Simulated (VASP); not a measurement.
A run of VASP 6.6.1:

The input INCAR:

```
PREC     = Accurate       # precision mode
ENCUT    = 600            # plane-wave cutoff, eV
EDIFF    = 1E-6           # SCF threshold, eV
ISMEAR   = 0              # smearing method
SIGMA    = 0.1            # smearing width, eV
LREAL    = F              # projectors in reciprocal space
LASPH    = T              # aspherical terms in the spheres
NELM     = 100            # most SCF steps
ALGO     = Normal         # electronic algorithm
ISIF     = 3              # what is computed and relaxed
LWAVE    = F              # write WAVECAR
LCHARG   = F              # write CHGCAR
GGA      = PE             # functional
IBRION   = 2              # ionic algorithm
NSW      = 90             # ionic steps
EDIFFG   = -0.04          # ionic threshold
```

KPOINTS

```
regular mesh
0
Gamma
  6 6 4
```

Contents of POSCAR:

```
P
1.0
    2.1868573400     -2.1882578900      0.0000000000
    2.1868573400      2.1882578900      0.0000000000
    0.0000000000      0.0000000000      4.8296400900
P
4
Direct
    0.2500000000      0.7500000000      0.4123970000
    0.7500000000      0.2500000000      0.5876030000
    0.0000000000      0.5000000000      0.0000000000
    0.5000000000      0.0000000000      0.0000000000
```

Potentials or basis: VASP PAW PBE potentials, release 64 (P).

Launch:

```bash
$ cat potpaw_PBE.64/P/POTCAR > POTCAR
$ mpirun -np 1 vasp_std > vasp.out
```

Hardware: 1 thread of AMD EPYC 7R13 Processor (Zen 3), with other jobs on the host.

Problem. Estimate the wall time of this run.

Solution. Wall time 3.4 min on 1 thread of AMD EPYC 7R13 Processor (Zen 3) (shared host), peak memory 0.14 GiB. Counts: scf iterations 63, k points 39, ion steps 9.
